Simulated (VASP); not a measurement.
Here is a VASP 6.6.1 calculation.

File INCAR:

```
PREC = Accurate
ENCUT = 500
EDIFF = 1E-6
ISMEAR = 1
SIGMA = 0.1
LREAL = False
LASPH = True
NELM = 120
ALGO = Normal
ISIF = 2
LWAVE = False
LCHARG = False
NBANDS = 18
GGA_COMPAT = False
```

KPOINTS

```
Automatic mesh
0
Gamma
  14 14 7
```

POSCAR

```
Ta
1.0
    2.9728813000      0.0000000000      0.0000000000
   -1.4864406500      2.5745909000      0.0000000000
    0.0000000000      0.0000000000      5.1662740000
Ta
2
Direct
    0.6666666667      0.3333333333      0.7500000000
    0.3333333333      0.6666666667      0.2500000000
```

Potentials or basis: VASP PAW LDA potentials, release 64 (Ta_pv).

The run is started by

```console
$ cat potpaw_LDA.64/Ta_pv/POTCAR > POTCAR
$ mpirun -np 1 vasp_std > vasp.out
```

**Question.** Estimate the band gap on the k mesh.

**Answer.** Zero (bands 11 and 12 overlap by 1.61 eV).

**Question.** What does it give for the pressure?

**Answer.** -18.8 GPa.

Stress tensor (GPa, compression positive):
```
-20.55   0.00   0.00
  0.00 -20.55   0.00
  0.00   0.00 -15.32
```

Caveat: the cell stands under tension; spin-orbit coupling is left out, which moves the levels of the heavy elements.
